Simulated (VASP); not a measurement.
Input of a VASP 6.6.1 run:

File INCAR:

```
SYSTEM = HgTe
ALGO = Normal ; EDIFF = 1E-6
ENCUT = 520 ; GGA = CA
ISIF = 2 ; ISMEAR = 0
LASPH = .True. ; LCHARG = .False.
LREAL = .False. ; LWAVE = .False.
NBANDS = 16 ; NELM = 80
PREC = Accurate ; SIGMA = 0.1
```

KPOINTS

```
k-points
0
Gamma
  12 12 12
  0 0 0
```

File POSCAR:

```
HgTe
1.0
    0.0000000000      3.2173293064      3.2173293064
    3.2173293064      0.0000000000      3.2173293064
    3.2173293064      3.2173293064      0.0000000000
Hg Te
1 1
Direct
    0.0000000000      0.0000000000      0.0000000000
    0.2500000000      0.2500000000      0.2500000000
```

Potentials or basis: VASP PAW LDA potentials, release 64 (Hg, Te).

Launch:

```bash
$ cat potpaw_LDA.64/Hg/POTCAR potpaw_LDA.64/Te/POTCAR > POTCAR
$ mpirun -np 1 vasp_std > vasp.out
```

Q: Estimate the band gap on the k mesh.

A: Zero (filled and empty bands touch).

Q: What does it give for the pressure?

A: 0.3 GPa.

Caveat: semilocal functionals underestimate gaps, so a narrow gap can read as zero; spin-orbit coupling is left out, which moves the levels of the heavy elements.
